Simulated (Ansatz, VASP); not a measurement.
# Two plane-wave programs on NaLa

Contents of INCAR:

```
SYSTEM = NaLa
PREC = Accurate
ENCUT = 520
EDIFF = 1E-6
ISMEAR = -1
SIGMA = 0.05
LREAL = .False.
LASPH = .True.
NELM = 100
ALGO = Normal
ISIF = 2
LWAVE = .False.
LCHARG = .True.
GGA = PE
LELF = .True.
LVHAR = .True.
NBANDS = 16
```

Contents of KPOINTS:

```
Automatic mesh
0
Gamma
  5 5 3
  0 0 0
```

File POSCAR:

```
NaLa
1.0
    3.6062507687      0.0000000000      0.0000000000
   -1.8031253843      3.1231047781      0.0000000000
    0.0000000000      0.0000000000      6.4837820000
La Na
1 1
Direct
    0.3333333333      0.6666666667      0.5000000000
    0.0000000000      0.0000000000      0.0000000000
```

File input.yaml:

```yaml
crystal:
  lattice:
    - [3.6062507687, 0.0, 0.0]
    - [-1.8031253843, 3.1231047781, 0.0]
    - [0.0, 0.0, 6.483782]
  atoms:
    - { symbol: La, position: [0.3333333333, 0.6666666667, 0.5] }
    - { symbol: Na, position: [0.0, 0.0, 0.0] }
hamiltonian:
  xc: pbe
  pseudopotentials: { kind: paw }
kpoints:
  mp_grid: { grid: [5, 5, 3] }
  band_path:
    path:
      - [[0.0, 0.0, 0.0], [0.5, 0.0, 0.0], [0.3333333333, 0.3333333333, 0.0], [0.0, 0.0, 0.0], [0.0, 0.0, 0.5], [0.5, 0.0, 0.5], [0.3333333333, 0.3333333333, 0.5], [0.0, 0.0, 0.5]]
      - [[0.5, 0.0, 0.5], [0.5, 0.0, 0.0]]
      - [[0.3333333333, 0.3333333333, 0.0], [0.3333333333, 0.3333333333, 0.5]]
    npoints: 14
scf:
  occupations: { method: fermi_dirac, width: 0.05 }
  n_extra_bands: 6
output:
  forces: true
  stress: true
  eigenvalues: true
  fatbands: false
  write_density: true
  write_potential: true
  elf: true
  volumetric_format: npy
```

Alike in both runs: functional PBE; k mesh 5 × 5 × 3; occupations fermi-dirac, width 0.05 eV; no spin polarisation.

|  | VASP | Ansatz |
| --- | --- | --- |
| version | VASP 6.6.1 | Ansatz 0.2.0 |
| potentials or method | VASP PAW PBE potentials, release 64 (La, Na_pv) | Ansatz PAW |
| plane-wave cutoff (eV) | 520 | 420 |
| valence electrons in the cell | 18 | 20 |
| task | single point | band structure |

VASP gave:

* gap on the k mesh at the Fermi level (eV): none
* pressure (GPa): 0.2
* traceless stress, the component that is largest in VASP (GPa): -0.37

Q: What did Ansatz give for the same quantities?

A: gap on the k mesh at the Fermi level (eV): none; pressure (GPa): 0.2; traceless stress, the component that is largest in VASP (GPa): -0.35.

A gap of «none» marks a metal or a gap that the smearing closes. With one functional, cell and mesh, what is left measures potentials, basis and numerics. VASP's potentials hold 18 valence electrons a cell and Ansatz's 20, so a difference there can come from the potentials and not from the codes.

The k mesh is coarse, so the values compare programs but aren't converged. Neither program's run includes spin-orbit coupling.
